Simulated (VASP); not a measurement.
Os:

```
Os
1.0
    -1.51798    1.51798    1.51798
     1.51798   -1.51798    1.51798
     1.51798    1.51798   -1.51798
Os
1
Cartesian
  0.0000 0.0000 0.0000
```

* Program: VASP 6.6.1
* Task: relaxation of cell and atoms
* Functional: PBE
* Potentials or basis: VASP PAW PBE potentials, release 64 (Os)
* Cutoff: 600 eV
* k mesh: 14 × 14 × 14
* Occupations: fermi-dirac, width 0.1 eV
* Spin: no spin polarisation

At the start: pressure 22.9 GPa; volume 13.99 Å³/atom.

Problem. How do energy, volume and symmetry change on relaxing?

Solution. Over 17 steps the energy falls by 54.3 meV/atom and the volume is 14.80 Å³/atom (+5.8 %); space group Im-3m (No. 229, to 0.05 Å).

The path:
| step | energy change (eV) | largest force (eV/Å) | pressure (GPa) | volume (Å³) |
| --- | --- | --- | --- | --- |
| 1 | 0.0000 | 0.0000 | 22.89 | 13.99 |
| 2 | 0.5887 | 0.0000 | -45.07 | 18.44 |
| 3 | -0.0537 | 0.0000 | -2.09 | 14.88 |
| 4 | -0.0543 | 0.0000 | -0.18 | 14.80 |
| 5 | -0.0543 | 0.0000 | 0.22 | 14.79 |
| 6 | -0.0543 | 0.0000 | 0.22 | 14.79 |
| 7 | -0.0543 | 0.0000 | 0.21 | 14.79 |
| 8 | -0.0543 | 0.0000 | 0.19 | 14.79 |
| 9 | -0.0543 | 0.0000 | 0.19 | 14.79 |
| 10 | -0.0543 | 0.0000 | 0.19 | 14.79 |
| 11 | -0.0543 | 0.0000 | 0.18 | 14.79 |
| 12 | -0.0543 | 0.0000 | 0.18 | 14.79 |
| 13 | -0.0543 | 0.0000 | 0.18 | 14.79 |
| 14 | -0.0543 | 0.0000 | 0.17 | 14.79 |
| 15 | -0.0543 | 0.0000 | 0.16 | 14.79 |
| 16 | -0.0543 | 0.0000 | 0.13 | 14.79 |
| 17 | -0.0543 | 0.0000 | -0.03 | 14.80 |

Final structure:
```yaml
crystal:
  lattice:
    - [-1.54660, 1.54660, 1.54660]
    - [1.54660, -1.54660, 1.54660]
    - [1.54660, 1.54660, -1.54660]
  atoms:
    - { symbol: Os, position: [0.00000, 0.00000, 0.00000] }
```
